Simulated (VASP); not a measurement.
Input of a VASP 6.6.1 run:

Contents of POSCAR:

```
MgO
1.0
    2.9116696164      0.0000000000      0.0000000000
   -1.4558343127      2.5215800308      0.0000000000
    0.0000000000      0.0000000000      2.6556457008
Mg O
1 1
Direct
    0.0000000000      0.0000000000      0.0000000000
    0.3333333333      0.6666666667      0.5000000000
```

Contents of INCAR.step1:

```
SYSTEM = MgO
PREC = Accurate
ENCUT = 920
ISMEAR = 0
SIGMA = 0.01
LREAL = .FALSE.
LASPH = .TRUE.
NELM = 120
NBANDS = 15
GGA = PE
ALGO = Normal
EDIFF = 1E-5
LWAVE = .TRUE.
LCHARG = .FALSE.
GGA_COMPAT = .FALSE.
```

File INCAR.step2:

```
SYSTEM = MgO
PREC = Accurate
ENCUT = 920
EDIFF = 1E-6
ISMEAR = 0
SIGMA = 0.01
LREAL = .FALSE.
LASPH = .TRUE.
NELM = 120
ALGO = Normal
ISIF = 2
LWAVE = .FALSE.
LCHARG = .FALSE.
METAGGA = R2SCAN
LMIXTAU = .TRUE.
NBANDS = 15
ISTART = 1
GGA_COMPAT = .FALSE.
```

KPOINTS

```
regular mesh
0
G
  12 12 8
  0 0 0
```

Potentials or basis: VASP PAW PBE potentials, release 64 (Mg_sv, O).

Launch:

```sh
$ cat potpaw_PBE.64/Mg_sv/POTCAR potpaw_PBE.64/O/POTCAR > POTCAR
$ cp INCAR.step1 INCAR
$ mpirun -np 1 vasp_std > vasp.out
$ cp INCAR.step2 INCAR
$ mpirun -np 1 vasp_std > vasp.out
```

(1) What does it give for the band gap on the k mesh?

(2) What does it give for the pressure?

Answers

(1) 4.01 eV (least direct gap 4.42 eV).

(2) -1.0 GPa.

Caveat: the PAW data sets were made with another functional, which shifts forces and pressure a little.
